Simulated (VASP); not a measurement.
# CdS (Pmmn) in VASP: settings compared

The runs below take CdS through single point, with BLYP, PBEsol.

All numbers are computed with VASP 6.6.1; they aren't measurements. Logs are shortened: lines on timing, memory, paths and dates and some standing lists are left out, and cuts for length are marked.

## (1) The cell of the first run

It takes space group Pmmn (No. 59, orthorhombic). The conventional cell has a = 3.898 Å, b = 5.511 Å, c = 3.898 Å, α = 90.00°, β = 90.00°, γ = 90.00°. Cd (site symmetry mm2) has 6 S at 2.75 to 2.76 Å within 3.6 Å. S (site symmetry mm2) has 6 Cd at 2.75 to 2.76 Å within 3.6 Å.

## (2) Single point, BLYP

INCAR reads:

```
PREC = Accurate
ENCUT = 520
EDIFF = 1E-6
ISMEAR = 0
SIGMA = 0.01
LREAL = False
LASPH = True
NELM = 100
ALGO = Normal
ISIF = 2
LWAVE = False
LCHARG = False
GGA = B5
ALDAX = 1.0
AGGAX = 1.0
AGGAC = 1.0
ALDAC = 0.0
NBANDS = 26
```

KPOINTS reads:

```
regular mesh
0
Gamma
  6 4 6
```

POSCAR reads:

```
CdS
1.0
    3.8984360000      0.0000000000      0.0000000000
    0.0000000000      5.5114920000      0.0000000000
    0.0000000000      0.0000000000      3.8981040000
Cd S
2 2
Direct
    0.5000000000      0.5000000000      0.2430260000
    0.0000000000      0.0000000000      0.7569740000
    0.5000000000      0.0000000000      0.2551630000
    0.0000000000      0.5000000000      0.7448370000
```

Potentials or basis: VASP PAW PBE potentials, release 64 (Cd, S).

The run is started by

```
> cat potpaw_PBE.64/Cd/POTCAR potpaw_PBE.64/S/POTCAR > POTCAR
> mpirun -np 1 vasp_std > vasp.out
```

OUTCAR:

```text
PREC = Accurate
   ENCUT = 520
   EDIFF = 1E-6
   ISMEAR = 0
   LREAL = False
   LASPH = True
   NELM = 100
   ISIF = 2
   GGA = B5

 ion  position               nearest neighbor table
   1  0.500  0.500  0.243-   4 2.75   4 2.75   3 2.76   3 2.76   4 2.76   4 2.76
   2  0.000  0.000  0.757-   3 2.75   3 2.75   4 2.76   4 2.76   3 2.76   3 2.76
   3  0.500  0.000  0.255-   2 2.75   2 2.75   1 2.76   1 2.76   2 2.76   2 2.76
   4  0.000  0.500  0.745-   1 2.75   1 2.75   2 2.76   2 2.76   1 2.76   1 2.76

  LATTYP: Found a simple orthorhombic cell.
 ALAT       =     3.8981040000
 B/A-ratio  =     1.0000851696
 C/A-ratio  =     1.4138904452

  Lattice vectors:

 A1 = (   0.0000000000,   0.0000000000,   3.8981040000)
 A2 = (   3.8984360000,   0.0000000000,   0.0000000000)
 A3 = (   0.0000000000,   5.5114920000,   0.0000000000)

Analysis of symmetry for initial positions (statically):
=====================================================================
 Subroutine PRICEL returns:
 Original cell was already a primitive cell.

 Routine SETGRP: Setting up the symmetry group for a
 simple orthorhombic supercell.

 Subroutine GETGRP returns: Found  8 space group operations
 (whereof  4 operations were pure point group operations)
 out of a pool of  8 trial point group operations.

The static configuration has the point symmetry C_2v.
 The point group associated with its full space group is D_2h.

Analysis of symmetry for dynamics (positions and initial velocities):
=====================================================================
 Subroutine PRICEL returns:
 Original cell was already a primitive cell.

 Routine SETGRP: Setting up the symmetry group for a
 simple orthorhombic supercell.

 Subroutine GETGRP returns: Found  8 space group operations
 (whereof  4 operations were pure point group operations)
 out of a pool of  8 trial point group operations.

The dynamic configuration has the point symmetry C_2v.
 The point group associated with its full space group is D_2h.

 Subroutine INISYM returns: Found  8 space group operations
 (whereof  4 operations are pure point group operations),
 and found     1 'primitive' translations

----------------------------------------------------------------------------------------

                                     Primitive cell

  volume of cell :      83.7554

  direct lattice vectors                    reciprocal lattice vectors
     3.898436000  0.000000000  0.000000000     0.256513125  0.000000000  0.000000000
     0.000000000  5.511492000  0.000000000     0.000000000  0.181439073  0.000000000
     0.000000000  0.000000000  3.898104000     0.000000000  0.000000000  0.256534972

  length of vectors
     3.898436000  5.511492000  3.898104000     0.256513125  0.181439073  0.256534972

  position of ions in fractional coordinates (direct lattice)
     0.500000000  0.500000000  0.243026000
     0.000000000  0.000000000  0.756974000
     0.500000000  0.000000000  0.255163000
     0.000000000  0.500000000  0.744837000

  ion indices of the primitive-cell ions
   primitive index   ion index
                 1           1
                 2           2
                 3           3
                 4           4

----------------------------------------------------------------------------------------

 KPOINTS: regular mesh

Automatic generation of k-mesh.
 Grid dimensions read from file:
 generate k-points for:    6    4    6

 Generating k-lattice:

  Cartesian coordinates                     Fractional coordinates (reciprocal lattice)
     0.042752187  0.000000000  0.000000000     0.166666667  0.000000000  0.000000000
     0.000000000  0.045359768  0.000000000     0.000000000  0.250000000  0.000000000
     0.000000000  0.000000000  0.042755829     0.000000000  0.000000000  0.166666667

  Length of vectors
     0.042752187  0.045359768  0.042755829

  Shift w.r.t. Gamma in fractional coordinates (k-lattice)
     0.000000000  0.000000000  0.000000000

 Subroutine IBZKPT returns following result:
 ===========================================

 Found     48 irreducible k-points:

 Following reciprocal coordinates:
            Coordinates               Weight
  0.000000  0.000000  0.000000      1.000000
  0.166667  0.000000  0.000000      2.000000
  0.333333  0.000000  0.000000      2.000000
  0.500000  0.000000  0.000000      1.000000
  0.000000  0.250000  0.000000      2.000000
  0.166667  0.250000  0.000000      4.000000
[... 16 lines left out ...]
  0.333333  0.500000  0.166667      4.000000
  0.500000  0.500000  0.166667      2.000000
 [... further k-points ...]
   k-points           NKPTS =     48   k-points in BZ     NKDIM =     48   number of bands    NBANDS=     26
   number of dos      NEDOS =    301   number of ions     NIONS =      4
   total plane-waves  NPLWV =  37800
   dimension x,y,z NGX =    30 NGY =   42 NGZ =   30
   dimension x,y,z NGXF=    60 NGYF=   84 NGZF=   60
   ions per type =               2   2
   NGX,Y,Z   is equivalent  to a cutoff of  12.79, 12.67, 12.79 a.u.
   NGXF,Y,Z  is equivalent  to a cutoff of  25.59, 25.34, 25.59 a.u.
 SYSTEM =  unknown system
   PREC   = accura    normal or accurate (medium, high low for compatibility)
   ISTART =      0    job   : 0-new  1-cont  2-samecut
   ICHARG =      2    charge: 1-file 2-atom 10-const
   ISPIN  =      1    spin polarized calculation?
   LNONCOLLINEAR =      F non collinear calculations
   LSORBIT =      F    spin-orbit coupling
   LASPH  =      T    aspherical Exc in radial PAW
   ENCUT  =  520.0 eV  38.22 Ry    6.18 a.u.   7.25 10.25  7.25*2*pi/ulx,y,z
   NELM   =    100;   NELMIN=  2; NELMDL= -5     # of ELM steps
   EDIFF  = 0.1E-05   stopping-criterion for ELM
   LREAL  =      F    real-space projection
   EDIFFG = 0.1E-04   stopping-criterion for IOM
   NSW    =      0    number of steps for IOM
   IBRION =     -1    ionic relax: 0-MD 1-quasi-New 2-CG
   NFREE  =      0    steps in history (QN), initial steepest desc. (CG)
   ISIF   =      2    stress and relaxation
   ISYM   =      2    0-nonsym 1-usesym 2-fastsym
   POTIM  = 0.5000    time-step for ionic-motion
   TEBEG  =    0.0;   TEEND  =   0.0 temperature during run
   PSTRESS=    0.0 pullay stress
   NELECT =      36.0000    total number of electrons
   NUPDOWN=      -1.0000    fix difference up-down
   EMIN   =  10.00;   EMAX   =-10.00  energy-range for DOS
   EFERMI =   0.00;   METHOD = LEGACY
   ISMEAR =     0;   SIGMA  =   0.01  broadening in eV -4-tet -1-fermi 0-gaus
   EFERMI_NEDOS =   21; number of points for ismear=-14 and -15
   IALGO  =     38    algorithm
   IMIX   =      4    mixing-type and parameters
     AMIX     =   0.40;   BMIX     =  1.00
     AMIX_MAG =   1.60;   BMIX_MAG =  1.00
  volume/ion in A,a.u.               =      20.94       141.30
  Fermi-wavevector in a.u.,A,eV,Ry     =   1.235486  2.334731 20.768298  1.526427
  Thomas-Fermi vector in A             =   2.370134
   LORBIT       =      0    0 simple, 1 ext, 2 COOP (PROOUT), +10 PAW based schemes
   GGA     = B5    functional components
   LHFCALC =     F    Hartree Fock is set to
   AEXX    =    0.0000 exact exchange contribution
   IVDW    =     0    specifies the selected vdW correction
   LEPSILON=     F    determine dielectric tensor
   LRPA    =     F    only Hartree local field effects (RPA)
 non-spin polarized calculation
 Gauss-broadening in eV      SIGMA  =   0.01
  energy-cutoff  :      520.00
  volume of cell :       83.76
 maximum number of plane-waves:      2316
 NGX is ok and might be reduce to    30
   NGX = 15   NGY = 21   NGZ = 15

 number of electron      36.0000007 magnetization

 Free energy of the ion-electron system (eV)
  ---------------------------------------------------
  ext. energy  EPLUGINS =         0.00000000
  ---------------------------------------------------
  free energy    TOTEN  =        -9.50854531 eV

  energy without entropy =       -9.50854531  energy(sigma->0) =       -9.50854531

 E-fermi :   3.2090     XC(G=0):  -9.7110

 val. band max:        3.0977387796   @ k =   0.5000   0.5000   0.0000
 cond. band min:       3.2711270548   @ k =   0.5000   0.0000   0.5000
 fundamental gap:      0.1733882752
 Fermi energy:         3.2090121851

 k-point     1 :       0.0000    0.0000    0.0000
  band No.  band energies     occupation
      1      -9.5065      2.00000
      2      -8.6880      2.00000
      3      -4.6989      2.00000
      4      -4.5615      2.00000
      5      -4.5614      2.00000
      6      -4.5609      2.00000
[... 18 lines left out ...]
     25      12.9609      0.00000
     26      14.1557      0.00000

 k-point     2 :       0.1667    0.0000    0.0000
  band No.  band energies     occupation
      1      -9.3588      2.00000
      2      -8.6217      2.00000
      3      -4.6718      2.00000
      4      -4.6222      2.00000
      5      -4.5985      2.00000
      6      -4.5743      2.00000
[... 18 lines left out ...]
     25      12.3239      0.00000
     26      12.7251      0.00000

 k-point     3 :       0.3333    0.0000    0.0000
  band No.  band energies     occupation
      1      -8.9874      2.00000
      2      -8.5209      2.00000
      3      -4.7361      2.00000
      4      -4.7063      2.00000
      5      -4.6774      2.00000
      6      -4.6524      2.00000
[... 18 lines left out ...]
     25      10.9470      0.00000
     26      11.3111      0.00000

 k-point     4 :       0.5000    0.0000    0.0000
  band No.  band energies     occupation
      1      -8.6225      2.00000
      2      -8.6225      2.00000
      3      -4.7819      2.00000
      4      -4.7819      2.00000
      5      -4.7139      2.00000
      6      -4.7139      2.00000
[... 18 lines left out ...]
     25      10.5616      0.00000
     26      10.5616      0.00000

 k-point     5 :       0.0000    0.2500    0.0000
  band No.  band energies     occupation
      1      -9.3449      2.00000
      2      -8.7448      2.00000
      3      -4.6789      2.00000
      4      -4.6479      2.00000
      5      -4.5813      2.00000
      6      -4.5465      2.00000
[... 18 lines left out ...]
     25      12.1767      0.00000
     26      12.2134      0.00000

 k-point     6 :       0.1667    0.2500    0.0000
  band No.  band energies     occupation
      1      -9.2031      2.00000
      2      -8.6612      2.00000
      3      -4.6750      2.00000
      4      -4.6583      2.00000
      5      -4.6378      2.00000
      6      -4.5949      2.00000
[... 427 lines left out ...]
 k-point    21 :       0.0000    0.5000    0.1667
  band No.  band energies     occupation
      1      -8.8725      2.00000
      2      -8.8725      2.00000
      3      -4.7144      2.00000
      4      -4.7144      2.00000
      5      -4.6257      2.00000
      6      -4.6257      2.00000
[... 18 lines left out ...]
     25      11.3909      0.00000
     26      11.3909      0.00000

 k-point    22 :       0.1667    0.5000    0.1667
  band No.  band energies     occupation
      1      -8.7803      2.00000
      2      -8.7803      2.00000
      3      -4.7432      2.00000
      4      -4.7432      2.00000
      5      -4.6912      2.00000
      6      -4.6912      2.00000
[... 18 lines left out ...]
     25      10.5226      0.00000
     26      10.5226      0.00000

 k-point    23 :       0.3333    0.5000    0.1667
  band No.  band energies     occupation
      1      -8.5817      2.00000
      2      -8.5817      2.00000
      3      -4.7964      2.00000
      4      -4.7964      2.00000
      5      -4.7381      2.00000
      6      -4.7381      2.00000
[... 18 lines left out ...]
     25      10.7763      0.00000
     26      10.7763      0.00000

 k-point    24 :       0.5000    0.5000    0.1667
  band No.  band energies     occupation
      1      -8.4742      2.00000
      2      -8.4742      2.00000
      3      -4.7982      2.00000
      4      -4.7982      2.00000
      5      -4.6968      2.00000
      6      -4.6968      2.00000
[... 18 lines left out ...]
     25      10.9947      0.00000
     26      10.9947      0.00000

 [... further k-points ...]

------------------------ aborting loop because EDIFF is reached ----------------------------------------

  FORCE on cell =-STRESS in cart. coord.  units (eV):
  Direction    XX          YY          ZZ          XY          YZ          ZX
  --------------------------------------------------------------------------------------
  -------------------------------------------------------------------------------------
  Total        2.2240793      2.1851025      2.2193745      0.0000000      0.0000000      0.0000000
  in kB       42.5449327     41.7993360     42.4549340      0.0000000      0.0000000      0.0000000
  external PRESSURE =      42.2664009 kB  Pullay stress =       0.0000000 kB

 VOLUME and BASIS-vectors are now :
 -----------------------------------------------------------------------------
  energy-cutoff  :      520.00
  volume of cell :       83.76
      direct lattice vectors                 reciprocal lattice vectors
     3.898436000  0.000000000  0.000000000     0.256513125  0.000000000  0.000000000
     0.000000000  5.511492000  0.000000000     0.000000000  0.181439073  0.000000000
     0.000000000  0.000000000  3.898104000     0.000000000  0.000000000  0.256534972

 POSITION                                       TOTAL-FORCE (eV/Angst)
 -----------------------------------------------------------------------------------
      1.94922      2.75575      0.94734         0.000000      0.000000      0.024525
      0.00000      0.00000      2.95076         0.000000      0.000000     -0.024525
      1.94922      0.00000      0.99465         0.000000      0.000000     -0.025099
      0.00000      2.75575      2.90345         0.000000      0.000000      0.025099
 -----------------------------------------------------------------------------------
    total drift:                                0.000000      0.000000      0.000000

  FREE ENERGIE OF THE ION-ELECTRON SYSTEM (eV)
  ---------------------------------------------------
  free  energy   TOTEN  =        -9.5085453083 eV

  energy  without entropy=       -9.5085453083  energy(sigma->0) =       -9.50854531
```

Wall time 51 s (1 thread of Intel Xeon Platinum 8559C (Emerald Rapids), shared host); peak memory 0.23 GiB.

What came out:

- Free energy: -9.5085 eV
- Pressure: 4.2 GPa
- Largest force: 0.025 eV/Å
- Band gap on the k mesh: 0.17 eV

Forces in eV/Å, atoms in the order of the input:
```
Cd   0.000  0.000  0.025
Cd   0.000  0.000 -0.025
S    0.000  0.000 -0.025
S    0.000  0.000  0.025
```

Caveat: the cell stands under pressure; the PAW data sets were made with another functional, which shifts forces and pressure a little.

## (3) Single point, PBEsol

INCAR reads:

```
PREC = Accurate ; ENCUT = 520
EDIFF = 1E-7 ; ISMEAR = 0
SIGMA = 0.01 ; LREAL = F
LASPH = T ; NELM = 60
ALGO = Normal ; ISIF = 2
LWAVE = F ; LCHARG = F
GGA = PS ; NBANDS = 26
```

KPOINTS reads:

```
Automatic mesh
0
Gamma
  6 4 6
```

POSCAR is that of step 2.

Potentials or basis: VASP PAW PBE potentials, release 64 (Cd, S).

The run is started by

```
> cat potpaw_PBE.64/Cd/POTCAR potpaw_PBE.64/S/POTCAR > POTCAR
> mpirun -np 1 vasp_std > vasp.out
```

Wall time 45 s (1 thread of Intel Xeon Platinum 8559C (Emerald Rapids), shared host); peak memory 0.23 GiB.

It converged, with:

```
Free energy            : -13.2255 eV
Pressure               : -4.2 GPa
Largest force          : 0.028 eV/Å
Band gap on the k mesh : 0.13 eV
```

Forces on the atoms (eV/Å):
```
Cd   0.000  0.000  0.020
Cd   0.000  0.000 -0.020
S    0.000  0.000 -0.028
S    0.000  0.000  0.028
```

Stress tensor (GPa, compression positive):
```
-4.14  0.00  0.00
 0.00 -4.24  0.00
 0.00  0.00 -4.15
```

Levels at points of the mesh, in eV from the valence-band top:
| k point | band 15 | band 16 | band 17 | band 18 | band 19 | band 20 | band 21 | band 22 |
| --- | --- | --- | --- | --- | --- | --- | --- | --- |
| (0.00, 0.00, 0.00) | -2.08 | -0.70 | -0.70 | -0.70 | 0.13 | 0.69 | 5.93 | 9.11 |
| (0.50, 0.00, 0.00) | -2.26 | -2.26 | -0.14 | -0.14 | 4.29 | 4.29 | 5.26 | 5.26 |
| (0.00, 0.50, 0.00) | -1.36 | -1.36 | -1.36 | -1.36 | 2.91 | 2.91 | 6.40 | 6.40 |
| (0.50, 0.50, 0.00) | 0.00 | 0.00 | 0.00 | 0.00 | 3.37 | 3.37 | 5.81 | 5.81 |
| (0.00, 0.00, 0.50) | -2.27 | -2.26 | -0.15 | -0.13 | 4.28 | 4.31 | 5.26 | 5.26 |
| (0.50, 0.00, 0.50) | -2.08 | -2.08 | -2.08 | -2.08 | 0.13 | 0.13 | 5.93 | 5.93 |
| (0.00, 0.50, 0.50) | 0.00 | 0.00 | 0.00 | 0.00 | 3.37 | 3.37 | 5.81 | 5.81 |
| (0.50, 0.50, 0.50) | -3.14 | -3.14 | -2.84 | -2.84 | 3.28 | 3.28 | 6.56 | 6.56 |

Caveat: the cell stands under tension; the PAW data sets were made with another functional, which shifts forces and pressure a little. A k mesh can miss the band edges.
